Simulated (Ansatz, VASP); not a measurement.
ScPt in VASP and in Ansatz

File INCAR:

```
PREC     = Accurate       # precision mode
ENCUT    = 520            # plane-wave cutoff, eV
EDIFF    = 1E-6           # SCF threshold, eV
ISMEAR   = -1             # smearing method
SIGMA    = 0.08           # smearing width, eV
LREAL    = False          # projectors in reciprocal space
LASPH    = True           # aspherical terms in the spheres
NELM     = 150            # most SCF steps
ALGO     = Normal         # electronic algorithm
ISIF     = 2              # what is computed and relaxed
LWAVE    = False          # write WAVECAR
LCHARG   = True           # write CHGCAR
MAGMOM   = 0 0 0 0 0 0    # initial moments
LORBIT   = 11             # projections on sites
LSORBIT  = True           # spin-orbit coupling
GGA_COMPAT= False        
LORBMOM  = True         
LMAXMIX  = 4              # l up to which the mixer works
GGA      = CA             # functional
LVHAR    = True         
NBANDS   = 33             # bands
```

The input KPOINTS:

```
regular mesh
0
Gamma
  12 12 12
```

File POSCAR:

```
ScPt
1.0
    3.2299879125      0.0000000000      0.0000000000
    0.0000000000      3.2299879125      0.0000000000
    0.0000000000      0.0000000000      3.2299879125
Sc Pt
1 1
Direct
    0.5000000000      0.5000000000      0.5000000000
    0.0000000000      0.0000000000      0.0000000000
```

Input for Ansatz:

```yaml
crystal:
  lattice:
    - [3.22998791248, 0.0, 0.0]
    - [0.0, 3.22998791248, 0.0]
    - [0.0, 0.0, 3.22998791248]
  atoms:
    - { symbol: Sc, position: [0.5, 0.5, 0.5] }
    - { symbol: Pt, position: [0.0, 0.0, 0.0] }
kpoints:
  mp_grid: { grid: [12, 12, 12] }
scf:
  occupations: { method: fermi_dirac, width: 0.08 }
hamiltonian:
  xc: lda
  pseudopotentials: { kind: all_electron, lapw: { basis_error: 0.001 } }
magnetization:
  noncollinear: true
  spin_orbit: true
output:
  forces: true
  stress: true
  eigenvalues: true
  eigenstates:
    nscf_kmesh: { grid: [14, 14, 14] }
    de_dk: true
    e_range: [-14, 14]
checkpoint:
  write: ck
  write_wavefunctions: false
```

Alike in both runs: task single point; functional LDA; k mesh 12 × 12 × 12; occupations fermi-dirac, width 0.08 eV; non-collinear spin, spin-orbit coupling.

```csv
,VASP,Ansatz
version,VASP 6.6.1,Ansatz 0.2.0
potentials or method,"VASP PAW LDA potentials, release 64 (Sc_sv, Pt), cutoff 520 eV",all-electron LAPW
```

|  | VASP | Ansatz | Ansatz less VASP |
| --- | --- | --- | --- |
| pressure (GPa) | 0.5 | -0.3 | -0.79 |

LDA's correlation is that of Perdew and Zunger in VASP and of Perdew and Wang (1992) in Ansatz. Ansatz ran all-electron here, and VASP with PAW potentials.
